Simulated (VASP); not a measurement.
WS2: single point with PBE+D3(BJ)

The system is WS2.

```
CELL_PARAMETERS angstrom
1.56280 0.90228 5.74967
-1.56280 0.90228 5.74967
0.00000 -1.80457 5.74967
ATOMIC_POSITIONS crystal
W 0.99934 0.99934 0.99934
S 0.75278 0.75278 0.75278
S 0.57917 0.57917 0.57917
```

```yaml
Program: VASP 6.6.1
Task: single point
Functional: PBE
Dispersion: D3(BJ)
Potentials_or_basis: VASP PAW PBE potentials, release 64 (W_sv, S)
Cutoff: 520 eV
k_mesh: 12 × 12 × 12
Occupations: gaussian, width 0.05 eV
Spin: no spin polarisation
```

```yaml
Pressure: 14.2 GPa
Largest_force: 1.849 eV/Å
Band_gap_on_the_k_mesh: 0.60 eV (least direct gap 1.81 eV)
Dispersion_energy_per_atom: -0.470 eV
```

Forces on the atoms (eV/Å):
```
W    0.000  0.000  0.002
S    0.000  0.000  1.847
S    0.000  0.000 -1.849
```

Stress tensor (GPa, compression positive):
```
11.12  0.00  0.00
 0.00 11.12  0.00
 0.00  0.00 20.33
```

Levels at points of the mesh, in eV from the valence-band top:
```
           k point  band 9  band 10  band 11  band 12  band 13  band 14  band 15  band 16  band 17  band 18
(0.00, 0.00, 0.00)   -4.46    -3.10    -3.10    -1.61    -1.40     1.77     1.77     2.38     2.38     4.37
(0.50, 0.00, 0.00)   -6.07    -5.05    -2.87    -2.43    -2.26     1.90     2.31     3.33     3.62     4.22
(0.50, 0.50, 0.00)   -5.70    -4.90    -3.72    -2.77    -2.08     1.81     2.44     2.88     4.49     4.78
(0.50, 0.50, 0.50)   -4.49    -4.49    -3.04    -3.04     0.00     1.93     1.93     2.12     2.12     4.45
```

Run time: 13 min on 1 thread of Intel Xeon 8259CL, with other jobs on the host, peak memory 0.43 GiB.

Caveat: the cell stands under pressure; spin-orbit coupling is left out, which moves the levels of the heavy elements; forces of over 1 eV/Å act on the atoms, so gaps and moduli don't describe the material at rest. A k mesh can miss the band edges.
